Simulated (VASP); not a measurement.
# CoSi (P2_13) in VASP: further runs

The runs below take CoSi through single point, relaxation of the atoms, with PBE.

Program: VASP 6.6.1. These are calculated values, not measurements. Logs are shortened: lines on timing, memory, paths and dates and some standing lists are left out, and cuts for length are marked.

## (1) The cell of the first run

Symmetry: P2_13, No. 198, cubic system. The conventional cell has a = 4.431 Å, b = 4.431 Å, c = 4.431 Å, α = 90.00°, β = 90.00°, γ = 90.00°. Co (site symmetry 3) has 7 Si at 2.32 to 2.43 Å and 6 Co at 2.72 Å within 3.1 Å. Within 3.1 Å of Si (site symmetry 3) lie 7 Co at 2.32 to 2.43 Å and 6 Si at 2.74 Å.

## (2) Single point, PBE

Input file INCAR:

```
SYSTEM = CoSi
PREC     = Accurate       ! precision mode
ENCUT    = 520            ! plane-wave cutoff, eV
EDIFF    = 1E-6           ! SCF threshold, eV
ISMEAR   = 0              ! smearing method
SIGMA    = 0.1            ! smearing width, eV
LREAL    = .FALSE.        ! projectors in reciprocal space
LASPH    = .TRUE.         ! aspherical terms in the spheres
NELM     = 80             ! most SCF steps
ALGO     = Normal         ! electronic algorithm
ISIF     = 2              ! what is computed and relaxed
LWAVE    = .FALSE.        ! write WAVECAR
LCHARG   = .FALSE.        ! write CHGCAR
GGA      = PE             ! functional
NBANDS   = 36             ! bands
```

Input file KPOINTS:

```
regular mesh
0
G
  8 8 8
  0 0 0
```

Input file POSCAR:

```
CoSi
1.0
    4.4308490736      0.0000000000      0.0000000000
    0.0000000000      4.4308490736      0.0000000000
    0.0000000000      0.0000000000      4.4308490736
Co Si
4 4
Direct
    0.1450189119      0.1450189119      0.1450189119
    0.3549810881      0.8549810881      0.6450189119
    0.6450189119      0.3549810881      0.8549810881
    0.8549810881      0.6450189119      0.3549810881
    0.8431597104      0.8431597104      0.8431597104
    0.6568402896      0.1568402896      0.3431597104
    0.3431597104      0.6568402896      0.1568402896
    0.1568402896      0.3431597104      0.6568402896
```

Potentials or basis: VASP PAW PBE potentials, release 64 (Co, Si).

Started as:

```sh
$ cat potpaw_PBE.64/Co/POTCAR potpaw_PBE.64/Si/POTCAR > POTCAR
$ mpirun -np 1 vasp_std > vasp.out
```

OUTCAR:

```text
SYSTEM = CoSi
   PREC = Accurate
   ENCUT = 520
   EDIFF = 1E-6
   ISMEAR = 0
   LREAL = .FALSE.
   LASPH = .TRUE.
   NELM = 80
   ISIF = 2
   GGA = PE

 ion  position               nearest neighbor table
   1  0.145  0.145  0.145-   5 2.32   6 2.34   7 2.34   8 2.34   7 2.43   8 2.43   6 2.43   3 2.72
                             4 2.72   2 2.72   2 2.72   4 2.72   3 2.72
   2  0.355  0.855  0.645-   6 2.32   5 2.34   7 2.34   8 2.34   7 2.43   8 2.43   5 2.43   1 2.72
                             1 2.72   3 2.72   3 2.72   4 2.72   4 2.72
   3  0.645  0.355  0.855-   7 2.32   6 2.34   5 2.34   8 2.34   8 2.43   6 2.43   5 2.43   1 2.72
                             4 2.72   2 2.72   2 2.72   4 2.72   1 2.72
   4  0.855  0.645  0.355-   8 2.32   6 2.34   7 2.34   5 2.34   6 2.43   5 2.43   7 2.43   1 2.72
                             3 2.72   2 2.72   1 2.72   2 2.72   3 2.72
   5  0.843  0.843  0.843-   1 2.32   2 2.34   3 2.34   4 2.34   3 2.43   4 2.43   2 2.43   6 2.74
                             7 2.74   8 2.74   6 2.74   8 2.74   7 2.74
   6  0.657  0.157  0.343-   2 2.32   1 2.34   3 2.34   4 2.34   3 2.43   4 2.43   1 2.43   8 2.74
                             5 2.74   5 2.74   7 2.74   7 2.74   8 2.74
   7  0.343  0.657  0.157-   3 2.32   2 2.34   1 2.34   4 2.34   4 2.43   2 2.43   1 2.43   8 2.74
                             5 2.74   8 2.74   6 2.74   6 2.74   5 2.74
   8  0.157  0.343  0.657-   4 2.32   2 2.34   3 2.34   1 2.34   2 2.43   1 2.43   3 2.43   7 2.74
                             5 2.74   7 2.74   5 2.74   6 2.74   6 2.74

  LATTYP: Found a simple cubic cell.
 ALAT       =     4.4308490736

  Lattice vectors:

 A1 = (   4.4308490736,   0.0000000000,   0.0000000000)
 A2 = (   0.0000000000,   4.4308490736,   0.0000000000)
 A3 = (   0.0000000000,   0.0000000000,   4.4308490736)

Analysis of symmetry for initial positions (statically):
=====================================================================
 Subroutine PRICEL returns:
 Original cell was already a primitive cell.

 Routine SETGRP: Setting up the symmetry group for a
 simple cubic supercell.

 Subroutine GETGRP returns: Found 12 space group operations
 (whereof  3 operations were pure point group operations)
 out of a pool of 48 trial point group operations.

The static configuration has the point symmetry C_3 .
 The point group associated with its full space group is T   .

Analysis of symmetry for dynamics (positions and initial velocities):
=====================================================================
 Subroutine PRICEL returns:
 Original cell was already a primitive cell.

 Routine SETGRP: Setting up the symmetry group for a
 simple cubic supercell.

 Subroutine GETGRP returns: Found 12 space group operations
 (whereof  3 operations were pure point group operations)
 out of a pool of 48 trial point group operations.

The dynamic configuration has the point symmetry C_3 .
 The point group associated with its full space group is T   .

 Subroutine INISYM returns: Found 12 space group operations
 (whereof  3 operations are pure point group operations),
 and found     1 'primitive' translations

----------------------------------------------------------------------------------------

                                     Primitive cell

  volume of cell :      86.9883

  direct lattice vectors                    reciprocal lattice vectors
     4.430849074  0.000000000  0.000000000     0.225690377  0.000000000  0.000000000
     0.000000000  4.430849074  0.000000000     0.000000000  0.225690377  0.000000000
     0.000000000  0.000000000  4.430849074     0.000000000  0.000000000  0.225690377

  length of vectors
     4.430849074  4.430849074  4.430849074     0.225690377  0.225690377  0.225690377

  position of ions in fractional coordinates (direct lattice)
     0.145018912  0.145018912  0.145018912
     0.354981088  0.854981088  0.645018912
     0.645018912  0.354981088  0.854981088
     0.854981088  0.645018912  0.354981088
     0.843159710  0.843159710  0.843159710
     0.656840290  0.156840290  0.343159710
     0.343159710  0.656840290  0.156840290
     0.156840290  0.343159710  0.656840290

  ion indices of the primitive-cell ions
   primitive index   ion index
                 1           1
                 2           2
                 3           3
                 4           4
                 5           5
                 6           6
                 7           7
                 8           8

----------------------------------------------------------------------------------------

 KPOINTS: regular mesh

Automatic generation of k-mesh.
 Grid dimensions read from file:
 generate k-points for:    8    8    8

 Generating k-lattice:

  Cartesian coordinates                     Fractional coordinates (reciprocal lattice)
     0.028211297  0.000000000  0.000000000     0.125000000  0.000000000  0.000000000
     0.000000000  0.028211297  0.000000000     0.000000000  0.125000000  0.000000000
     0.000000000  0.000000000  0.028211297     0.000000000  0.000000000  0.125000000

  Length of vectors
     0.028211297  0.028211297  0.028211297

  Shift w.r.t. Gamma in fractional coordinates (k-lattice)
     0.000000000  0.000000000  0.000000000

 Subroutine IBZKPT returns following result:
 ===========================================

 Found     45 irreducible k-points:

 Following reciprocal coordinates:
            Coordinates               Weight
  0.000000  0.000000  0.000000      1.000000
  0.125000  0.000000  0.000000      6.000000
  0.250000  0.000000  0.000000      6.000000
  0.375000  0.000000  0.000000      6.000000
  0.500000  0.000000  0.000000      3.000000
  0.125000  0.125000  0.000000     12.000000
[... 16 lines left out ...]
  0.250000  0.125000  0.125000     24.000000
  0.375000  0.125000  0.125000     24.000000
 [... further k-points ...]
   k-points           NKPTS =     45   k-points in BZ     NKDIM =     45   number of bands    NBANDS=     36
   number of dos      NEDOS =    301   number of ions     NIONS =      8
   total plane-waves  NPLWV =  46656
   dimension x,y,z NGX =    36 NGY =   36 NGZ =   36
   dimension x,y,z NGXF=    72 NGYF=   72 NGZF=   72
   ions per type =               4   4
   NGX,Y,Z   is equivalent  to a cutoff of  13.51, 13.51, 13.51 a.u.
   NGXF,Y,Z  is equivalent  to a cutoff of  27.01, 27.01, 27.01 a.u.
 SYSTEM =  CoSi
   PREC   = accura    normal or accurate (medium, high low for compatibility)
   ISTART =      0    job   : 0-new  1-cont  2-samecut
   ICHARG =      2    charge: 1-file 2-atom 10-const
   ISPIN  =      1    spin polarized calculation?
   LNONCOLLINEAR =      F non collinear calculations
   LSORBIT =      F    spin-orbit coupling
   LASPH  =      T    aspherical Exc in radial PAW
   ENCUT  =  520.0 eV  38.22 Ry    6.18 a.u.   8.24  8.24  8.24*2*pi/ulx,y,z
   NELM   =     80;   NELMIN=  2; NELMDL= -5     # of ELM steps
   EDIFF  = 0.1E-05   stopping-criterion for ELM
   LREAL  =      F    real-space projection
   EDIFFG = 0.1E-04   stopping-criterion for IOM
   NSW    =      0    number of steps for IOM
   IBRION =     -1    ionic relax: 0-MD 1-quasi-New 2-CG
   NFREE  =      0    steps in history (QN), initial steepest desc. (CG)
   ISIF   =      2    stress and relaxation
   ISYM   =      2    0-nonsym 1-usesym 2-fastsym
   POTIM  = 0.5000    time-step for ionic-motion
   TEBEG  =    0.0;   TEEND  =   0.0 temperature during run
   PSTRESS=    0.0 pullay stress
   NELECT =      52.0000    total number of electrons
   NUPDOWN=      -1.0000    fix difference up-down
   EMIN   =  10.00;   EMAX   =-10.00  energy-range for DOS
   EFERMI =   0.00;   METHOD = LEGACY
   ISMEAR =     0;   SIGMA  =   0.10  broadening in eV -4-tet -1-fermi 0-gaus
   EFERMI_NEDOS =   21; number of points for ismear=-14 and -15
   IALGO  =     38    algorithm
   IMIX   =      4    mixing-type and parameters
     AMIX     =   0.40;   BMIX     =  1.00
     AMIX_MAG =   1.60;   BMIX_MAG =  1.00
  volume/ion in A,a.u.               =      10.87        73.38
  Fermi-wavevector in a.u.,A,eV,Ry     =   1.379079  2.606080 25.876342  1.901858
  Thomas-Fermi vector in A             =   2.504081
   LORBIT       =      0    0 simple, 1 ext, 2 COOP (PROOUT), +10 PAW based schemes
   GGA     = PE    functional components
   LHFCALC =     F    Hartree Fock is set to
   AEXX    =    0.0000 exact exchange contribution
   IVDW    =     0    specifies the selected vdW correction
   LEPSILON=     F    determine dielectric tensor
   LRPA    =     F    only Hartree local field effects (RPA)
 non-spin polarized calculation
 Gauss-broadening in eV      SIGMA  =   0.10
  energy-cutoff  :      520.00
  volume of cell :       86.99
 maximum number of plane-waves:      2360
 NGX is ok and might be reduce to    36
   NGX = 17   NGY = 17   NGZ = 17

 number of electron      52.0000004 magnetization

 Free energy of the ion-electron system (eV)
  ---------------------------------------------------
  ext. energy  EPLUGINS =         0.00000000
  ---------------------------------------------------
  free energy    TOTEN  =       -54.75144886 eV

  energy without entropy =      -54.74458139  energy(sigma->0) =      -54.74801512

 E-fermi :  12.1214     XC(G=0): -12.8669

 val. band max:       12.1020521433   @ k =   0.5000   0.5000   0.3750
 cond. band min:      12.2405863858   @ k =   0.3750   0.3750   0.3750
 fundamental gap:      0.1385342425
 Fermi energy:        12.1213893057

 k-point     1 :       0.0000    0.0000    0.0000
  band No.  band energies     occupation
      1      -1.5642      2.00000
      2       3.9299      2.00000
      3       3.9299      2.00000
      4       3.9299      2.00000
      5       6.6303      2.00000
      6       6.6303      2.00000
[... 28 lines left out ...]
     35      15.6770      0.00000
     36      16.9701      0.00000

 k-point     2 :       0.1250    0.0000    0.0000
  band No.  band energies     occupation
      1      -1.4478      2.00000
      2       3.1365      2.00000
      3       4.0043      2.00000
      4       4.5006      2.00000
      5       6.1965      2.00000
      6       6.7001      2.00000
[... 28 lines left out ...]
     35      16.0942      0.00000
     36      17.4054      0.00000

 k-point     3 :       0.2500    0.0000    0.0000
  band No.  band energies     occupation
      1      -1.1022      2.00000
      2       2.1551      2.00000
      3       4.2215      2.00000
      4       4.9542      2.00000
      5       5.9989      2.00000
      6       6.8530      2.00000
[... 28 lines left out ...]
     35      16.7901      0.00000
     36      17.4834      0.00000
[... 742 lines left out ...]
 k-point    23 :       0.2500    0.1250    0.1250
  band No.  band energies     occupation
      1      -0.8746      2.00000
      2       2.2589      2.00000
      3       3.5957      2.00000
      4       4.8525      2.00000
      5       6.0492      2.00000
      6       6.7168      2.00000
[... 28 lines left out ...]
     35      16.6370      0.00000
     36      17.2003      0.00000

 k-point    24 :       0.3750    0.1250    0.1250
  band No.  band energies     occupation
      1      -0.3173      2.00000
      2       1.3258      2.00000
      3       3.9586      2.00000
      4       4.8998      2.00000
      5       5.7634      2.00000
      6       6.4994      2.00000
[... 28 lines left out ...]
     35      16.9444      0.00000
     36      17.7541      0.00000

 [... further k-points ...]

------------------------ aborting loop because EDIFF is reached ----------------------------------------

  FORCE on cell =-STRESS in cart. coord.  units (eV):
  Direction    XX          YY          ZZ          XY          YZ          ZX
  --------------------------------------------------------------------------------------
  -------------------------------------------------------------------------------------
  Total       -0.0623261     -0.0623261     -0.0623261     -0.0000000     -0.0000000      0.0000000
  in kB       -1.1479413     -1.1479413     -1.1479413     -0.0000000     -0.0000000      0.0000000
  external PRESSURE =      -1.1479413 kB  Pullay stress =       0.0000000 kB

 VOLUME and BASIS-vectors are now :
 -----------------------------------------------------------------------------
  energy-cutoff  :      520.00
  volume of cell :       86.99
      direct lattice vectors                 reciprocal lattice vectors
     4.430849074  0.000000000  0.000000000     0.225690377  0.000000000  0.000000000
     0.000000000  4.430849074  0.000000000     0.000000000  0.225690377  0.000000000
     0.000000000  0.000000000  4.430849074     0.000000000  0.000000000  0.225690377

 POSITION                                       TOTAL-FORCE (eV/Angst)
 -----------------------------------------------------------------------------------
      0.64256      0.64256      0.64256         0.001046      0.001046      0.001046
      1.57287      3.78829      2.85798        -0.001046     -0.001046      0.001046
      2.85798      1.57287      3.78829         0.001046     -0.001046     -0.001046
      3.78829      2.85798      1.57287        -0.001046      0.001046     -0.001046
      3.73591      3.73591      3.73591         0.002038      0.002038      0.002038
      2.91036      0.69494      1.52049        -0.002038     -0.002038      0.002038
      1.52049      2.91036      0.69494         0.002038     -0.002038     -0.002038
      0.69494      1.52049      2.91036        -0.002038      0.002038     -0.002038
 -----------------------------------------------------------------------------------
    total drift:                               -0.000000      0.000000      0.000000

  FREE ENERGIE OF THE ION-ELECTRON SYSTEM (eV)
  ---------------------------------------------------
  free  energy   TOTEN  =       -54.7514488585 eV

  energy  without entropy=      -54.7445813850  energy(sigma->0) =      -54.74801512
```

Run time: 87 s. Hardware: 1 thread of Intel Xeon 6975P-C (Granite Rapids), shared host; peak memory 0.26 GiB.

Results:

```yaml
Free_energy: -54.7514 eV
Pressure: -0.1 GPa
Largest_force: 0.004 eV/Å
Band_gap_on_the_k_mesh: zero (bands 26 and 27 overlap by 0.21 eV)
```

Forces in eV/Å, atoms in the order of the input:
```
Co   0.001  0.001  0.001
Co  -0.001 -0.001  0.001
Co   0.001 -0.001 -0.001
Co  -0.001  0.001 -0.001
Si   0.002  0.002  0.002
Si  -0.002 -0.002  0.002
Si   0.002 -0.002 -0.002
Si  -0.002  0.002 -0.002
```

Caveat: the run has no spin polarisation, though such a crystal can be magnetic. Spin polarisation is off, so any magnetic state and its effect on volume and gap are missing.

## (3) Relaxation of the atoms, PBE (9.57 Å³/atom)

This run uses another cell than the first one, of 9.57 Å³/atom.

Input file INCAR:

```
SYSTEM = CoSi
PREC = Accurate ; ENCUT = 520
EDIFF = 1E-6 ; ISMEAR = 0
SIGMA = 0.1 ; LREAL = .FALSE.
LASPH = .TRUE. ; NELM = 100
ALGO = Normal ; ISIF = 2
LWAVE = .FALSE. ; LCHARG = .FALSE.
GGA = PE ; IBRION = 2
NSW = 50 ; EDIFFG = -0.01
```

KPOINTS is that of step 2.

Input file POSCAR:

```
CoSi
1.0
    4.2460116343      0.0000000000      0.0000000000
    0.0000000000      4.2460116343      0.0000000000
    0.0000000000      0.0000000000      4.2460116343
Co Si
4 4
Direct
    0.1475963908      0.1475963908      0.1475963908
    0.3524036092      0.8524036092      0.6475963908
    0.6475963908      0.3524036092      0.8524036092
    0.8524036092      0.6475963908      0.3524036092
    0.8442228912      0.8442228912      0.8442228912
    0.6557771088      0.1557771088      0.3442228912
    0.3442228912      0.6557771088      0.1557771088
    0.1557771088      0.3442228912      0.6557771088
```

Potentials or basis: VASP PAW PBE potentials, release 64 (Co, Si).

Started as:

```sh
$ cat potpaw_PBE.64/Co/POTCAR potpaw_PBE.64/Si/POTCAR > POTCAR
$ mpirun -np 1 vasp_std > vasp.out
```

Run time: 3.1 min. Hardware: 1 thread of Intel Xeon 8259CL, shared host; peak memory 0.23 GiB.

It converged, with:

- Free energy: -53.6675 eV
- Energy gained by relaxing: 0.1 meV/atom
- Ionic steps: 3
- Pressure after relaxing: 37.7 GPa
- Largest force after relaxing: 0.008 eV/Å
- Band gap on the k mesh: zero (bands 26 and 27 overlap by 0.25 eV)

Forces in eV/Å, atoms in the order of the input:
```
Co   0.003  0.003  0.003
Co  -0.003 -0.003  0.003
Co   0.003 -0.003 -0.003
Co  -0.003  0.003 -0.003
Si  -0.005 -0.005 -0.005
Si   0.005  0.005 -0.005
Si  -0.005  0.005  0.005
Si   0.005 -0.005  0.005
```

The path:
```tsv
step	energy change (eV)	largest force (eV/Å)	pressure (GPa)
1	0.0000	0.0632	37.79
2	-0.0007	0.0185	37.72
3	-0.0007	0.0085	37.68
```

Final structure:
```yaml
crystal:
  lattice:
    - [4.24601, 0.00000, 0.00000]
    - [0.00000, 4.24601, 0.00000]
    - [0.00000, 0.00000, 4.24601]
  atoms:
    - { symbol: Co, position: [0.14813, 0.14813, 0.14813] }
    - { symbol: Co, position: [0.35187, 0.85187, 0.64813] }
    - { symbol: Co, position: [0.64813, 0.35187, 0.85187] }
    - { symbol: Co, position: [0.85187, 0.64813, 0.35187] }
    - { symbol: Si, position: [0.84458, 0.84458, 0.84458] }
    - { symbol: Si, position: [0.65542, 0.15542, 0.34458] }
    - { symbol: Si, position: [0.34458, 0.65542, 0.15542] }
    - { symbol: Si, position: [0.15542, 0.34458, 0.65542] }
```

Levels at points of the mesh, in eV from the Fermi level:
```
           k point  band 23  band 24  band 25  band 26  band 27  band 28  band 29  band 30
(0.00, 0.00, 0.00)    -0.95    -0.95    -0.01    -0.01    -0.01     3.10     3.10     3.10
(0.50, 0.00, 0.00)    -0.76    -0.76    -0.59    -0.59     1.16     1.16     1.93     1.93
(0.50, 0.50, 0.00)    -1.20    -1.20    -0.06    -0.06     0.73     0.73     2.52     2.52
(0.50, 0.50, 0.50)    -1.49    -1.49    -0.27    -0.27    -0.27    -0.27     6.29     6.29
```

Caveat: the run has no spin polarisation, though such a crystal can be magnetic. Spin polarisation is off, so any magnetic state and its effect on volume and gap are missing.
